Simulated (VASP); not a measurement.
# SrCl2 in VASP: further runs

The runs below take SrCl2 through single point, with r2SCAN, HSE06.

Everything below comes from runs of VASP 6.6.1. Logs are shortened: lines on timing, memory, paths and dates and some standing lists are left out, and cuts for length are marked.

## (1) The cell of the first run

The structure is trigonal, space group R-3m (No. 166). Conventional cell: a = 4.947 Å, b = 4.947 Å, c = 12.359 Å, α = 90.00°, β = 90.00°, γ = 120.00°. Within 4.0 Å of Sr (site symmetry -3m) lie 8 Cl at 3.04 to 3.08 Å. Cl (site symmetry 3m) has 4 Sr at 3.04 to 3.08 Å and 6 Cl at 3.51 to 3.53 Å within 4.0 Å.

## (2) Single point, r2SCAN (strain along [111] +2.0%)

Contents of POSCAR:

```
SrCl2
1.0
    0.0466362411      3.5443543264      3.5443543264
    3.5443543264      0.0466362411      3.5443543264
    3.5443543264      3.5443543264      0.0466362411
Sr Cl
1 2
Direct
    0.0000000000      0.0000000000      0.0000000000
    0.2491139490      0.2491139490      0.2491139490
    0.7508860510      0.7508860510      0.7508860510
```

Contents of INCAR.step1:

```
SYSTEM = SrCl2
PREC = Accurate
ENCUT = 520
ISMEAR = 0
SIGMA = 0.01
LREAL = .False.
LASPH = .True.
NELM = 80
NBANDS = 19
GGA = PE
ALGO = Normal
EDIFF = 1E-4
LWAVE = .True.
LCHARG = .False.
```

Contents of INCAR.step2:

```
SYSTEM = SrCl2
PREC = Accurate
ENCUT = 520
EDIFF = 1E-6
ISMEAR = 0
SIGMA = 0.01
LREAL = .False.
LASPH = .True.
NELM = 80
ALGO = Normal
ISIF = 2
LWAVE = .False.
LCHARG = .False.
METAGGA = R2SCAN
LMIXTAU = .True.
NBANDS = 19
ISTART = 1
```

Contents of KPOINTS:

```
Automatic mesh
0
Gamma
  6 6 6
  0 0 0
```

Potentials or basis: VASP PAW PBE potentials, release 64 (Sr_sv, Cl).

The run is started by

```
$ cat potpaw_PBE.64/Sr_sv/POTCAR potpaw_PBE.64/Cl/POTCAR > POTCAR
$ cp INCAR.step1 INCAR
$ mpirun -np 1 vasp_std > vasp.out
$ cp INCAR.step2 INCAR
$ mpirun -np 1 vasp_std > vasp.out
```

OUTCAR:

```text
SYSTEM = SrCl2
   PREC = Accurate
   ENCUT = 520
   EDIFF = 1E-6
   ISMEAR = 0
   LREAL = .False.
   LASPH = .True.
   NELM = 80
   ISIF = 2
   METAGGA = R2SCAN
   ISTART = 1

 ion  position               nearest neighbor table
   1  0.000  0.000  0.000-   3 3.04   3 3.04   3 3.04   2 3.04   2 3.04   2 3.04   3 3.08   2 3.08

   2  0.249  0.249  0.249-   1 3.04   1 3.04   1 3.04   1 3.08
   3  0.751  0.751  0.751-   1 3.04   1 3.04   1 3.04   1 3.08

  LATTYP: Found a trigonal (rhomboedric) cell.
 ALAT       =     5.0126909062
 COS(alpha) =     0.5131134770

  Lattice vectors:

 A1 = (   0.0466362411,   3.5443543264,   3.5443543264)
 A2 = (   3.5443543264,   0.0466362411,   3.5443543264)
 A3 = (   3.5443543264,   3.5443543264,   0.0466362411)

Analysis of symmetry for initial positions (statically):
=====================================================================
 Subroutine PRICEL returns:
 Original cell was already a primitive cell.

 Routine SETGRP: Setting up the symmetry group for a
 trigonal (rhombohedral) supercell.

 Subroutine GETGRP returns: Found 12 space group operations
 (whereof 12 operations were pure point group operations)
 out of a pool of 12 trial point group operations.

The static configuration has the point symmetry D_3d.

Analysis of symmetry for dynamics (positions and initial velocities):
=====================================================================
 Subroutine PRICEL returns:
 Original cell was already a primitive cell.

 Routine SETGRP: Setting up the symmetry group for a
 trigonal (rhombohedral) supercell.

 Subroutine GETGRP returns: Found 12 space group operations
 (whereof 12 operations were pure point group operations)
 out of a pool of 12 trial point group operations.

The dynamic configuration has the point symmetry D_3d.

 Subroutine INISYM returns: Found 12 space group operations
 (whereof 12 operations are pure point group operations),
 and found     1 'primitive' translations

----------------------------------------------------------------------------------------

                                     Primitive cell

  volume of cell :      87.2940

  direct lattice vectors                    reciprocal lattice vectors
     0.046636241  3.544354326  3.544354326    -0.143884659  0.142016027  0.142016027
     3.544354326  0.046636241  3.544354326     0.142016027 -0.143884659  0.142016027
     3.544354326  3.544354326  0.046636241     0.142016027  0.142016027 -0.143884659

[... 85 lines left out ...]
   EDIFF  = 0.1E-05   stopping-criterion for ELM
   LREAL  =      F    real-space projection
   EDIFFG = 0.1E-04   stopping-criterion for IOM
   NSW    =      0    number of steps for IOM
   IBRION =     -1    ionic relax: 0-MD 1-quasi-New 2-CG
   NFREE  =      0    steps in history (QN), initial steepest desc. (CG)
   ISIF   =      2    stress and relaxation
   ISYM   =      2    0-nonsym 1-usesym 2-fastsym
   POTIM  = 0.5000    time-step for ionic-motion
   TEBEG  =    0.0;   TEEND  =   0.0 temperature during run
   PSTRESS=    0.0 pullay stress
   NELECT =      24.0000    total number of electrons
   NUPDOWN=      -1.0000    fix difference up-down
   EMIN   =  10.00;   EMAX   =-10.00  energy-range for DOS
   EFERMI =   0.00;   METHOD = LEGACY
   ISMEAR =     0;   SIGMA  =   0.01  broadening in eV -4-tet -1-fermi 0-gaus
   EFERMI_NEDOS =   21; number of points for ismear=-14 and -15
   IALGO  =     38    algorithm
   IMIX   =      4    mixing-type and parameters
     AMIX     =   0.40;   BMIX     =  1.00
     AMIX_MAG =   1.60;   BMIX_MAG =  1.00
  volume/ion in A,a.u.               =      29.10       196.36
  Fermi-wavevector in a.u.,A,eV,Ry     =   1.064512  2.011635 15.417916  1.133185
  Thomas-Fermi vector in A             =   2.200032
   LORBIT       =      0    0 simple, 1 ext, 2 COOP (PROOUT), +10 PAW based schemes
   METAGGA = R2SCAN    functional components
   LHFCALC =     F    Hartree Fock is set to
   AEXX    =    0.0000 exact exchange contribution
   IVDW    =     0    specifies the selected vdW correction
   LEPSILON=     F    determine dielectric tensor
   LRPA    =     F    only Hartree local field effects (RPA)
 non-spin polarized calculation
 Gauss-broadening in eV      SIGMA  =   0.01
  energy-cutoff  :      520.00
  volume of cell :       87.29
 maximum number of plane-waves:      2368
 NGX is ok and might be reduce to    40
   NGX = 19   NGY = 19   NGZ = 19

 number of electron      24.0000000 magnetization

 Free energy of the ion-electron system (eV)
  ---------------------------------------------------
  ext. energy  EPLUGINS =         0.00000000
  ---------------------------------------------------
  free energy    TOTEN  =       -35.69287174 eV

  energy without entropy =      -35.69287174  energy(sigma->0) =      -35.69287174

 E-fermi :  -0.2870     XC(G=0):  -8.6391

 val. band max:       -0.4018610457   @ k =   0.5000   0.5000  -0.0000
 cond. band min:       5.4613008618   @ k =   0.0000   0.0000   0.0000
 fundamental gap:      5.8631619074
 Fermi energy:        -0.2870405285

 k-point     1 :       0.0000    0.0000    0.0000
  band No.  band energies     occupation
      1     -34.4447      2.00000
      2     -15.8061      2.00000
      3     -15.8017      2.00000
      4     -15.8017      2.00000
      5     -14.2020      2.00000
      6     -13.3830      2.00000
[... 505 lines left out ...]
      6     -13.5317      2.00000
[... 11 lines left out ...]
     18       9.8225      0.00000
     19      10.2107      0.00000

 [... further k-points ...]

------------------------ aborting loop because EDIFF is reached ----------------------------------------

  FORCE on cell =-STRESS in cart. coord.  units (eV):
  Direction    XX          YY          ZZ          XY          YZ          ZX
  --------------------------------------------------------------------------------------
  -------------------------------------------------------------------------------------
  Total       -0.3752650     -0.3752650     -0.3752650     -0.0662213     -0.0662213     -0.0662213
  in kB       -6.8875392     -6.8875392     -6.8875392     -1.2154120     -1.2154120     -1.2154120
  external PRESSURE =      -6.8875392 kB  Pullay stress =       0.0000000 kB

 VOLUME and BASIS-vectors are now :
 -----------------------------------------------------------------------------
  energy-cutoff  :      520.00
  volume of cell :       87.29
      direct lattice vectors                 reciprocal lattice vectors
     0.046636241  3.544354326  3.544354326    -0.143884659  0.142016027  0.142016027
     3.544354326  0.046636241  3.544354326     0.142016027 -0.143884659  0.142016027
     3.544354326  3.544354326  0.046636241     0.142016027  0.142016027 -0.143884659

 POSITION                                       TOTAL-FORCE (eV/Angst)
 -----------------------------------------------------------------------------------
      0.00000      0.00000      0.00000         0.000000      0.000000     -0.000000
      1.77751      1.77751      1.77751        -0.001269     -0.001269     -0.001269
      5.35783      5.35783      5.35783         0.001269      0.001269      0.001269
 -----------------------------------------------------------------------------------
    total drift:                                0.000000      0.000000      0.000000

  FREE ENERGIE OF THE ION-ELECTRON SYSTEM (eV)
  ---------------------------------------------------
  free  energy   TOTEN  =       -35.6928717449 eV

  energy  without entropy=      -35.6928717449  energy(sigma->0) =      -35.69287174
```

OSZICAR.step1:

```text
N       E                     dE             d eps       ncg     rms          rms(c)
DAV:   1     0.140692423524E+03    0.14069E+03   -0.11357E+04  1216   0.113E+03
DAV:   2    -0.367405969857E+01   -0.14437E+03   -0.14062E+03  1599   0.220E+02
DAV:   3    -0.128184533898E+02   -0.91444E+01   -0.91181E+01  1671   0.554E+01
DAV:   4    -0.130752731895E+02   -0.25682E+00   -0.25640E+00  1933   0.792E+00
DAV:   5    -0.130777646795E+02   -0.24915E-02   -0.24913E-02  1675   0.765E-01    0.121E+01
DAV:   6    -0.127715195818E+02    0.30625E+00   -0.62243E-01  1397   0.437E+00    0.784E+00
DAV:   7    -0.127804713220E+02   -0.89517E-02   -0.36029E-01  1636   0.358E+00    0.217E+00
DAV:   8    -0.127877740535E+02   -0.73027E-02   -0.53700E-02  1358   0.128E+00    0.393E-01
DAV:   9    -0.127887891686E+02   -0.10151E-02   -0.21032E-03  1539   0.266E-01    0.141E-01
DAV:  10    -0.127901366711E+02   -0.13475E-02   -0.96081E-04  1292   0.180E-01    0.341E-02
DAV:  11    -0.127902309858E+02   -0.94315E-04   -0.60169E-05  1396   0.447E-02
   1 F= -.12790231E+02 E0= -.12790231E+02  d E =-.325217E-47
```

Wall time 5.8 min (1 thread of Intel Xeon 8259CL, shared host); peak memory 0.28 GiB.

Results:

| Quantity | Value |
| --- | --- |
| Free energy | -35.6929 eV |
| Pressure | -0.7 GPa |
| Band gap on the k mesh | 5.86 eV (least direct gap 6.00 eV) |

Forces on the atoms (eV/Å):
```
Sr   0.000  0.000  0.000
Cl  -0.001 -0.001 -0.001
Cl   0.001  0.001  0.001
```

Stress tensor (GPa, compression positive):
```
-0.69 -0.12 -0.12
-0.12 -0.69 -0.12
-0.12 -0.12 -0.69
```

Caveat: the cell differs from its parent crystal (strain along [111] +2.0%); the structure was generated, so it needn't be the stable form of SrCl2; the PAW data sets were made with another functional, which shifts forces and pressure a little. A k mesh can miss the band edges.

## (3) Single point, HSE06

This run uses another cell than the first one, of 28.53 Å³/atom.

Contents of POSCAR:

```
SrCl2
1.0
    0.0000000000      3.4977180853      3.4977180853
    3.4977180853      0.0000000000      3.4977180853
    3.4977180853      3.4977180853      0.0000000000
Sr Cl
1 2
Direct
    0.0000000000      0.0000000000      0.0000000000
    0.2500000000      0.2500000000      0.2500000000
    0.7500000000      0.7500000000      0.7500000000
```

Contents of INCAR.step1:

```
  PREC = Accurate
  ENCUT = 520
  EDIFF = 1E-5
  ISMEAR = 0
  SIGMA = 0.01
  LREAL = False
  LASPH = True
  NELM = 60
  ALGO = Normal
  ISIF = 2
  LWAVE = True
  LCHARG = False
  NBANDS = 19
  GGA = PE
```

Contents of INCAR.step2:

```
  PREC = Accurate
  ENCUT = 520
  EDIFF = 1E-6
  ISMEAR = 0
  SIGMA = 0.01
  LREAL = False
  LASPH = True
  NELM = 60
  ALGO = Normal
  ISIF = 2
  LWAVE = False
  LCHARG = False
  GGA = PE
  LHFCALC = True
  HFSCREEN = 0.2079
  PRECFOCK = Normal
  NBANDS = 19
  ISTART = 1
```

Contents of KPOINTS:

```
Automatic mesh
0
Gamma
  4 4 4
```

Potentials or basis: VASP PAW PBE potentials, release 64 (Sr_sv, Cl).

The run is started by

```
$ cat potpaw_PBE.64/Sr_sv/POTCAR potpaw_PBE.64/Cl/POTCAR > POTCAR
$ cp INCAR.step1 INCAR
$ mpirun -np 1 vasp_std > vasp.out
$ cp INCAR.step2 INCAR
$ mpirun -np 1 vasp_std > vasp.out
```

Wall time 34 min (1 thread of Intel Xeon 8259CL, shared host); peak memory 0.35 GiB.

The run converged. Its results:

```yaml
Free_energy: -14.8130 eV
Pressure: 0.3 GPa
Band_gap_on_the_k_mesh: 6.58 eV (least direct gap 6.82 eV)
```

Levels at points of the mesh, in eV from the valence-band top:
| k point | band 10 | band 11 | band 12 | band 13 | band 14 | band 15 |
| --- | --- | --- | --- | --- | --- | --- |
| (0.00, 0.00, 0.00) | -0.36 | -0.36 | -0.36 | 6.58 | 7.52 | 7.52 |
| (0.50, 0.00, 0.00) | -1.39 | -1.12 | -1.12 | 8.18 | 8.18 | 9.05 |
| (0.50, 0.50, 0.00) | -0.41 | -0.41 | 0.00 | 6.82 | 8.53 | 9.18 |

Caveat: the structure was generated, so it needn't be the stable form of SrCl2; the PAW data sets were made with another functional, which shifts forces and pressure a little. A k mesh can miss the band edges.
